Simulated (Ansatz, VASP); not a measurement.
**One calculation of Te2Se, two programs**

INCAR

```
ALGO     = Normal         # electronic algorithm
EDIFF    = 1E-6           # SCF threshold, eV
EDIFFG   = -0.01          # ionic threshold
ENCUT    = 600            # plane-wave cutoff, eV
GGA      = PE             # functional
IBRION   = 2              # ionic algorithm
ISIF     = 3              # what is computed and relaxed
ISMEAR   = 0              # smearing method
LASPH    = True           # aspherical terms in the spheres
LCHARG   = False          # write CHGCAR
LREAL    = False          # projectors in reciprocal space
LWAVE    = False          # write WAVECAR
NELM     = 60             # most SCF steps
NSW      = 100            # ionic steps
PREC     = Accurate       # precision mode
SIGMA    = 0.1            # smearing width, eV
```

File KPOINTS:

```
k-points
0
Gamma
  12 12 12
```

POSCAR

```
Te2Se
1.0
    2.0080053865      1.1593224504      6.1070439119
   -2.0080053865      1.1593224504      6.1070439119
    0.0000000000     -2.3186449009      6.1070439119
Te Se
2 1
Direct
    0.7743037752      0.7743037752      0.7743037752
    0.2256962248      0.2256962248      0.2256962248
    0.0000000000      0.0000000000      0.0000000000
```

Input for Ansatz:

```yaml
crystal:
  lattice:
    - [2.0080053865, 1.1593224504, 6.1070439119]
    - [-2.0080053865, 1.1593224504, 6.1070439119]
    - [0.0, -2.3186449009, 6.1070439119]
  atoms:
    - { symbol: Te, position: [0.7743037752, 0.7743037752, 0.7743037752] }
    - { symbol: Te, position: [0.2256962248, 0.2256962248, 0.2256962248] }
    - { symbol: Se, position: [0.0, 0.0, 0.0] }
basis:
  ecutwfc: 420
kpoints:
  mp_grid: { grid: [12, 12, 12] }
hamiltonian:
  xc: pbe
scf:
  occupations: { method: gaussian, width: 0.1 }
output:
  forces: true
  stress: true
  eigenvalues: true
relax:
  adjacent_minimum: "off"
  f_tol: 0.01
  max_steps: 80
  cell: { stress_tol: 0.05 }
```

Alike in both runs: task relaxation of cell and atoms; functional PBE; k mesh 12 × 12 × 12; occupations gaussian, width 0.1 eV; no spin polarisation.

|  | VASP | Ansatz |
| --- | --- | --- |
| version | VASP 6.6.1 | Ansatz 0.2.0 |
| potentials or method | VASP PAW PBE potentials, release 64 (Te, Se), cutoff 600 eV | scalar-relativistic, plane waves, PAW |
| valence electrons in the cell | 18 | 48 |

Ansatz gave:

```
gap on the k mesh at the Fermi level, each at its own relaxed structure (eV)  : none
relaxed volume (Å³/atom)                                                      : 28.59
relaxed length of the cell vector where the two differ most in proportion (Å) : 6.498
```

Question: Which values does VASP return?

Answer: gap on the k mesh at the Fermi level, each at its own relaxed structure (eV): none; relaxed volume (Å³/atom): 28.58; relaxed length of the cell vector where the two differ most in proportion (Å): 6.498.

A gap of «none» marks a metal or a gap that the smearing closes. VASP's potentials hold 18 valence electrons a cell and Ansatz's 48, so a difference there can come from the potentials and not from the codes.

Spin-orbit coupling is off throughout.
